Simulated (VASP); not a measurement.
# SrAl3 (Pm-3m) in VASP: settings compared

The runs below take SrAl3 through single point, with LDA, PBE.

Everything below comes from runs of VASP 6.6.1. Logs are shortened: lines on timing, memory, paths and dates and some standing lists are left out, and cuts for length are marked.

## 1. The cell of the first run

It takes space group Pm-3m (No. 221, cubic). Conventional cell: a = 4.474 Å, b = 4.474 Å, c = 4.474 Å, α = 90.00°, β = 90.00°, γ = 90.00°. Within 4.2 Å of Sr (site symmetry m-3m) lie 12 Al at 3.16 Å. Within 4.2 Å of Al (site symmetry 4/mmm) lie 4 Sr at 3.16 Å and 8 Al at 3.16 Å.

## 2. Single point, LDA

Contents of INCAR:

```
PREC = Accurate ; ENCUT = 520
EDIFF = 1E-7 ; ISMEAR = 0
SIGMA = 0.05 ; LREAL = False
LASPH = True ; NELM = 60
ALGO = Fast ; ISIF = 2
LWAVE = False ; LCHARG = False
GGA = CA ; NBANDS = 18
```

Contents of KPOINTS:

```
Automatic mesh
0
Gamma
  8 8 8
```

Contents of POSCAR:

```
SrAl3
1.0
    4.4737020881      0.0000000000      0.0000000000
    0.0000000000      4.4737020881      0.0000000000
    0.0000000000      0.0000000000      4.4737020881
Sr Al
1 3
Direct
    0.0000000000      0.0000000000      0.0000000000
    0.0000000000      0.5000000000      0.5000000000
    0.5000000000      0.5000000000      0.0000000000
    0.5000000000      0.0000000000      0.5000000000
```

Potentials or basis: VASP PAW LDA potentials, release 64 (Sr_sv, Al).

Started as:

```bash
> cat potpaw_LDA.64/Sr_sv/POTCAR potpaw_LDA.64/Al/POTCAR > POTCAR
> mpirun -np 1 vasp_std > vasp.out
```

OUTCAR:

```text
PREC = Accurate
   ENCUT = 520
   EDIFF = 1E-7
   ISMEAR = 0
   LREAL = False
   LASPH = True
   NELM = 60
   ISIF = 2
   GGA = CA

 ion  position               nearest neighbor table
   1  0.000  0.000  0.000-   2 3.16   3 3.16   4 3.16   2 3.16   4 3.16   2 3.16   3 3.16   2 3.16
                             3 3.16   4 3.16   4 3.16   3 3.16
   2  0.000  0.500  0.500-   1 3.16   3 3.16   4 3.16   1 3.16   3 3.16   1 3.16   4 3.16   1 3.16
                             3 3.16   4 3.16   3 3.16   4 3.16
   3  0.500  0.500  0.000-   1 3.16   2 3.16   4 3.16   2 3.16   4 3.16   1 3.16   4 3.16   4 3.16
                             1 3.16   2 3.16   2 3.16   1 3.16
   4  0.500  0.000  0.500-   1 3.16   2 3.16   3 3.16   1 3.16   3 3.16   2 3.16   3 3.16   3 3.16
                             1 3.16   2 3.16   1 3.16   2 3.16

  LATTYP: Found a simple cubic cell.
 ALAT       =     4.4737020881

  Lattice vectors:

 A1 = (   4.4737020881,   0.0000000000,   0.0000000000)
 A2 = (   0.0000000000,   4.4737020881,   0.0000000000)
 A3 = (   0.0000000000,   0.0000000000,   4.4737020881)

Analysis of symmetry for initial positions (statically):
=====================================================================
 Subroutine PRICEL returns:
 Original cell was already a primitive cell.

 Routine SETGRP: Setting up the symmetry group for a
 simple cubic supercell.

 Subroutine GETGRP returns: Found 48 space group operations
 (whereof 48 operations were pure point group operations)
 out of a pool of 48 trial point group operations.

The static configuration has the point symmetry O_h .

Analysis of symmetry for dynamics (positions and initial velocities):
=====================================================================
 Subroutine PRICEL returns:
 Original cell was already a primitive cell.

 Routine SETGRP: Setting up the symmetry group for a
 simple cubic supercell.

 Subroutine GETGRP returns: Found 48 space group operations
 (whereof 48 operations were pure point group operations)
 out of a pool of 48 trial point group operations.

The dynamic configuration has the point symmetry O_h .

 Subroutine INISYM returns: Found 48 space group operations
 (whereof 48 operations are pure point group operations),
 and found     1 'primitive' translations

----------------------------------------------------------------------------------------

                                     Primitive cell

  volume of cell :      89.5367

  direct lattice vectors                    reciprocal lattice vectors
     4.473702088  0.000000000  0.000000000     0.223528519  0.000000000  0.000000000
     0.000000000  4.473702088  0.000000000     0.000000000  0.223528519  0.000000000
     0.000000000  0.000000000  4.473702088     0.000000000  0.000000000  0.223528519

  length of vectors
     4.473702088  4.473702088  4.473702088     0.223528519  0.223528519  0.223528519

  position of ions in fractional coordinates (direct lattice)
     0.000000000  0.000000000  0.000000000
     0.000000000  0.500000000  0.500000000
     0.500000000  0.500000000  0.000000000
     0.500000000  0.000000000  0.500000000

  ion indices of the primitive-cell ions
   primitive index   ion index
                 1           1
                 2           2
                 3           3
                 4           4

----------------------------------------------------------------------------------------

 KPOINTS: Automatic mesh

Automatic generation of k-mesh.
 Grid dimensions read from file:
 generate k-points for:    8    8    8

 Generating k-lattice:

  Cartesian coordinates                     Fractional coordinates (reciprocal lattice)
     0.027941065  0.000000000  0.000000000     0.125000000  0.000000000  0.000000000
     0.000000000  0.027941065  0.000000000     0.000000000  0.125000000  0.000000000
     0.000000000  0.000000000  0.027941065     0.000000000  0.000000000  0.125000000

  Length of vectors
     0.027941065  0.027941065  0.027941065

  Shift w.r.t. Gamma in fractional coordinates (k-lattice)
     0.000000000  0.000000000  0.000000000

 Subroutine IBZKPT returns following result:
 ===========================================

 Found     35 irreducible k-points:

 Following reciprocal coordinates:
            Coordinates               Weight
  0.000000  0.000000  0.000000      1.000000
  0.125000  0.000000  0.000000      6.000000
  0.250000  0.000000  0.000000      6.000000
  0.375000  0.000000  0.000000      6.000000
  0.500000  0.000000  0.000000      3.000000
  0.125000  0.125000  0.000000     12.000000
[... 16 lines left out ...]
  0.375000  0.375000  0.125000     24.000000
  0.500000  0.375000  0.125000     24.000000
 [... further k-points ...]
   k-points           NKPTS =     35   k-points in BZ     NKDIM =     35   number of bands    NBANDS=     18
   number of dos      NEDOS =    301   number of ions     NIONS =      4
   total plane-waves  NPLWV =  46656
   dimension x,y,z NGX =    36 NGY =   36 NGZ =   36
   dimension x,y,z NGXF=    72 NGYF=   72 NGZF=   72
   ions per type =               1   3
   NGX,Y,Z   is equivalent  to a cutoff of  13.38, 13.38, 13.38 a.u.
   NGXF,Y,Z  is equivalent  to a cutoff of  26.76, 26.76, 26.76 a.u.
 SYSTEM =  unknown system
   PREC   = accura    normal or accurate (medium, high low for compatibility)
   ISTART =      0    job   : 0-new  1-cont  2-samecut
   ICHARG =      2    charge: 1-file 2-atom 10-const
   ISPIN  =      1    spin polarized calculation?
   LNONCOLLINEAR =      F non collinear calculations
   LSORBIT =      F    spin-orbit coupling
   LASPH  =      T    aspherical Exc in radial PAW
   ENCUT  =  520.0 eV  38.22 Ry    6.18 a.u.   8.32  8.32  8.32*2*pi/ulx,y,z
   NELM   =     60;   NELMIN=  2; NELMDL= -5     # of ELM steps
   EDIFF  = 0.1E-06   stopping-criterion for ELM
   LREAL  =      F    real-space projection
   EDIFFG = 0.1E-05   stopping-criterion for IOM
   NSW    =      0    number of steps for IOM
   IBRION =     -1    ionic relax: 0-MD 1-quasi-New 2-CG
   NFREE  =      0    steps in history (QN), initial steepest desc. (CG)
   ISIF   =      2    stress and relaxation
   ISYM   =      2    0-nonsym 1-usesym 2-fastsym
   POTIM  = 0.5000    time-step for ionic-motion
   TEBEG  =    0.0;   TEEND  =   0.0 temperature during run
   PSTRESS=    0.0 pullay stress
   NELECT =      19.0000    total number of electrons
   NUPDOWN=      -1.0000    fix difference up-down
   EMIN   =  10.00;   EMAX   =-10.00  energy-range for DOS
   EFERMI =   0.00;   METHOD = LEGACY
   ISMEAR =     0;   SIGMA  =   0.05  broadening in eV -4-tet -1-fermi 0-gaus
   EFERMI_NEDOS =   21; number of points for ismear=-14 and -15
   IALGO  =     68    algorithm
   IMIX   =      4    mixing-type and parameters
     AMIX     =   0.40;   BMIX     =  1.00
     AMIX_MAG =   1.60;   BMIX_MAG =  1.00
  volume/ion in A,a.u.               =      22.38       151.06
  Fermi-wavevector in a.u.,A,eV,Ry     =   0.976470  1.845261 12.973073  0.953494
  Thomas-Fermi vector in A             =   2.107091
   LORBIT       =      0    0 simple, 1 ext, 2 COOP (PROOUT), +10 PAW based schemes
   GGA     = CA    functional components
   LHFCALC =     F    Hartree Fock is set to
   AEXX    =    0.0000 exact exchange contribution
   IVDW    =     0    specifies the selected vdW correction
   LEPSILON=     F    determine dielectric tensor
   LRPA    =     F    only Hartree local field effects (RPA)
 non-spin polarized calculation
 RMM-DIIS sequential band-by-band and
 Gauss-broadening in eV      SIGMA  =   0.05
  energy-cutoff  :      520.00
  volume of cell :       89.54
 maximum number of plane-waves:      2469
 NGX is ok and might be reduce to    36
   NGX = 17   NGY = 17   NGZ = 17

 number of electron      19.0000001 magnetization

 Free energy of the ion-electron system (eV)
  ---------------------------------------------------
  ext. energy  EPLUGINS =         0.00000000
  ---------------------------------------------------
  free energy    TOTEN  =       -14.61199251 eV

  energy without entropy =      -14.60975370  energy(sigma->0) =      -14.61087311

 E-fermi :   4.7149     XC(G=0):  -9.6971

 val. band max:        4.6883304587   @ k =   0.5000   0.3750   0.0000
 cond. band min:       4.8149619224   @ k =   0.3750   0.3750   0.1250
 fundamental gap:      0.1266314638
 Fermi energy:         4.7149149408

 k-point     1 :       0.0000    0.0000    0.0000
  band No.  band energies     occupation
      1     -29.3882      2.00000
      2     -11.6739      2.00000
      3     -11.6739      2.00000
      4     -11.6739      2.00000
      5      -3.4280      2.00000
      6       2.4756      2.00000
[... 10 lines left out ...]
     17       8.8694      0.00000
     18       9.9691      0.00000

 k-point     2 :       0.1250    0.0000    0.0000
  band No.  band energies     occupation
      1     -29.3876      2.00000
      2     -11.6960      2.00000
      3     -11.6718      2.00000
      4     -11.6718      2.00000
      5      -3.2913      2.00000
      6       1.8405      2.00000
[... 10 lines left out ...]
     17       9.7346      0.00000
     18      10.0862      0.00000

 k-point     3 :       0.2500    0.0000    0.0000
  band No.  band energies     occupation
      1     -29.3862      2.00000
      2     -11.7486      2.00000
      3     -11.6670      2.00000
      4     -11.6670      2.00000
      5      -2.8951      2.00000
      6       0.7401      2.00000
[... 10 lines left out ...]
     17      10.7902      0.00000
     18      10.7941      0.00000

 k-point     4 :       0.3750    0.0000    0.0000
  band No.  band energies     occupation
      1     -29.3847      2.00000
      2     -11.8000      2.00000
      3     -11.6622      2.00000
      4     -11.6622      2.00000
      5      -2.2790      2.00000
      6      -0.3528      2.00000
[... 375 lines left out ...]
      4     -11.6724      2.00000
      5      -1.3162      2.00000
      6      -0.4609      2.00000
[... 10 lines left out ...]
     17       9.9626      0.00000
     18      11.0399      0.00000

 k-point    23 :       0.3750    0.3750    0.1250
  band No.  band energies     occupation
      1     -29.3808      2.00000
      2     -11.7757      2.00000
      3     -11.7712      2.00000
      4     -11.6694      2.00000
      5      -1.3156      2.00000
      6       0.5424      2.00000
[... 10 lines left out ...]
     17      10.4101      0.00000
     18      11.3451      0.00000

 k-point    24 :       0.5000    0.3750    0.1250
  band No.  band energies     occupation
      1     -29.3803      2.00000
      2     -11.7923      2.00000
      3     -11.7695      2.00000
      4     -11.6672      2.00000
      5      -0.9853      2.00000
      6       0.0615      2.00000
[... 10 lines left out ...]
     17      10.6989      0.00000
     18      10.7983      0.00000

 [... further k-points ...]

------------------------ aborting loop because EDIFF is reached ----------------------------------------

  FORCE on cell =-STRESS in cart. coord.  units (eV):
  Direction    XX          YY          ZZ          XY          YZ          ZX
  --------------------------------------------------------------------------------------
  -------------------------------------------------------------------------------------
  Total       -1.6955123     -1.6955123     -1.6955123      0.0000000      0.0000000     -0.0000000
  in kB      -30.3396347    -30.3396347    -30.3396347      0.0000000      0.0000000     -0.0000000
  external PRESSURE =     -30.3396347 kB  Pullay stress =       0.0000000 kB

 VOLUME and BASIS-vectors are now :
 -----------------------------------------------------------------------------
  energy-cutoff  :      520.00
  volume of cell :       89.54
      direct lattice vectors                 reciprocal lattice vectors
     4.473702088  0.000000000  0.000000000     0.223528519  0.000000000  0.000000000
     0.000000000  4.473702088  0.000000000     0.000000000  0.223528519  0.000000000
     0.000000000  0.000000000  4.473702088     0.000000000  0.000000000  0.223528519

 POSITION                                       TOTAL-FORCE (eV/Angst)
 -----------------------------------------------------------------------------------
      0.00000      0.00000      0.00000         0.000000      0.000000      0.000000
      0.00000      2.23685      2.23685         0.000000      0.000000      0.000000
      2.23685      2.23685      0.00000         0.000000      0.000000      0.000000
      2.23685      0.00000      2.23685         0.000000      0.000000      0.000000
 -----------------------------------------------------------------------------------
    total drift:                                0.000000     -0.000000     -0.000000

  FREE ENERGIE OF THE ION-ELECTRON SYSTEM (eV)
  ---------------------------------------------------
  free  energy   TOTEN  =       -14.6119925064 eV

  energy  without entropy=      -14.6097537044  energy(sigma->0) =      -14.61087311
```

Run time: 78 s. Hardware: 1 thread of Intel Xeon 8259CL, shared host; peak memory 0.21 GiB.

What came out:

| Item | Value |
| --- | --- |
| Free energy | -14.6120 eV |
| Pressure | -3.0 GPa |
| Band gap on the k mesh | zero (an odd number of electrons rules out a gap without spin polarisation) |

Caveat: the cell stands under tension.

(Part 1 of 2 ends here.)

The gap in the log of VASP goes by the Fermi energy; the results here count the filled bands.